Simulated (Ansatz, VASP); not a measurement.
## One calculation of NiO, two programs

Contents of INCAR:

```
SYSTEM = NiO
PREC     = Accurate       ! precision mode
ENCUT    = 520            ! plane-wave cutoff, eV
EDIFF    = 1E-7           ! SCF threshold, eV
ISMEAR   = -1             ! smearing method
SIGMA    = 0.05           ! smearing width, eV
LREAL    = .False.        ! projectors in reciprocal space
LASPH    = .True.         ! aspherical terms in the spheres
NELM     = 150            ! most SCF steps
ALGO     = Normal         ! electronic algorithm
ISIF     = 2              ! what is computed and relaxed
LWAVE    = .False.        ! write WAVECAR
LCHARG   = .True.         ! write CHGCAR
ISPIN    = 2              ! spin polarisation
MAGMOM   = 1 0            ! initial moments
LORBIT   = 11             ! projections on sites
LMAXMIX  = 4              ! l up to which the mixer works
GGA      = B5             ! functional
ALDAX    = 1.0          
AGGAX    = 1.0          
AGGAC    = 1.0          
ALDAC    = 0.0          
IVDW     = 13             ! dispersion correction
VDW_S6   = 1.0          
VDW_S8   = 2.34076671   
VDW_A1   = 0.44488865   
VDW_A2   = 4.0933009    
LELF     = .True.         ! ELF
LVHAR    = .True.       
NBANDS   = 19             ! bands
```

KPOINTS

```
Automatic mesh
0
Gamma
  11 11 11
  0 0 0
```

The input POSCAR:

```
NiO
1.0
    0.0000000000      2.1133508634      2.1133508634
    2.1133508634      0.0000000000      2.1133508634
    2.1133508634      2.1133508634      0.0000000000
Ni O
1 1
Direct
    0.0000000000      0.0000000000      0.0000000000
    0.5000000000      0.5000000000      0.5000000000
```

File input.yaml:

```yaml
crystal:
  lattice:
    - [0.0, 2.1133508634, 2.1133508634]
    - [2.1133508634, 0.0, 2.1133508634]
    - [2.1133508634, 2.1133508634, 0.0]
  atoms:
    - { symbol: Ni, position: [0.0, 0.0, 0.0], spin: 1.0 }
    - { symbol: O, position: [0.5, 0.5, 0.5] }
hamiltonian:
  xc: blyp
  pseudopotentials: { kind: paw }
  dispersion: d4
magnetization:
  spin_polarized: true
kpoints:
  mp_grid: { grid: [11, 11, 11] }
scf:
  occupations: { method: fermi_dirac, width: 0.05 }
output:
  forces: true
  stress: true
  eigenvalues: true
  write_density: true
  write_potential: true
  elf: true
  volumetric_format: npy
```

Alike in both runs: task single point; functional BLYP; dispersion D4; k mesh 11 × 11 × 11; occupations fermi-dirac, width 0.05 eV; collinear spin.

```csv
,VASP,Ansatz
version,VASP 6.6.1,Ansatz 0.2.0
potentials or method,"VASP PAW PBE potentials, release 64 (Ni, O)",Ansatz PAW
plane-wave cutoff (eV),520,420
valence electrons in the cell,16,24
```

Ansatz gave:

| Quantity | Value |
| --- | --- |
| gap on the k mesh at the Fermi level (eV) | none |
| pressure (GPa) | -0.6 |
| net moment per atom (μB) | 0.90 |
| size of the moment on the site where the two differ most (μB) | 0.30 |

Problem. What did VASP give for the same quantities?

Solution. gap on the k mesh at the Fermi level (eV): none; pressure (GPa): -1.1; net moment per atom (μB): 0.87; size of the moment on the site where the two differ most (μB): 0.27.

VASP's potentials were made for PBE, not for BLYP. Site moments also hang on the region over which each program counts them. A gap of «none» marks a metal or a gap that the smearing closes. VASP's potentials hold 16 valence electrons a cell and Ansatz's 24, so a difference there can come from the potentials and not from the codes.
